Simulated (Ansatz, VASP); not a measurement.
**Al3GaN4: VASP beside Ansatz**

```xyz
16
Lattice="0.0000 -4.4012 0.0000 0.0000 0.0000 -4.4012 13.3025 0.0000 0.0000" Properties=species:S:1:pos:R:3 pbc="T T T"
Al    8.2646   -2.2006   -4.4012
Al    3.8634   -2.2006   -4.4012
Al    8.2646   -4.4012   -2.2006
Al    3.8634   -4.4012   -2.2006
Al    1.6628   -2.2006   -2.2006
Al    6.0640   -2.2006   -2.2006
Ga    1.6628   -4.4012   -4.4012
Ga    6.0640   -4.4012   -4.4012
N     0.5381   -1.1247   -3.2765
N     4.9393   -1.1247   -3.2765
N     0.5381   -3.2765   -1.1247
N     4.9393   -3.2765   -1.1247
N     7.1887   -1.1247   -1.1247
N     2.7875   -1.1247   -1.1247
N     7.1887   -3.2765   -3.2765
N     2.7875   -3.2765   -3.2765
```

Alike in both runs: task single point; functional r2SCAN; k mesh 5 × 5 × 3; occupations gaussian, width 0.05 eV; no spin polarisation.

|  | VASP | Ansatz |
| --- | --- | --- |
| version | VASP 6.6.1 | Ansatz 0.2.0 |
| potentials or method | VASP PAW PBE potentials, release 64 (Al, Ga_d, N), cutoff 520 eV | scalar-relativistic, plane waves, PAW |
| valence electrons in the cell | 84 | 84 |

Ansatz gave:

* gap on the k mesh at the Fermi level (eV): none
* pressure (GPa): -1.3
* traceless stress, the component that is largest in VASP (GPa): -1.02
* rms of the force components (eV/Å): 0.608

Question: Which values does VASP return?

Answer: gap on the k mesh at the Fermi level (eV): none; pressure (GPa): -1.3; traceless stress, the component that is largest in VASP (GPa): -1.08; rms of the force components (eV/Å): 0.604.

VASP's potentials were made for PBE, not for r2SCAN. Atom by atom the forces differ by 0.030 eV/Å (rms over components). A gap of «none» marks a metal or a gap that the smearing closes.
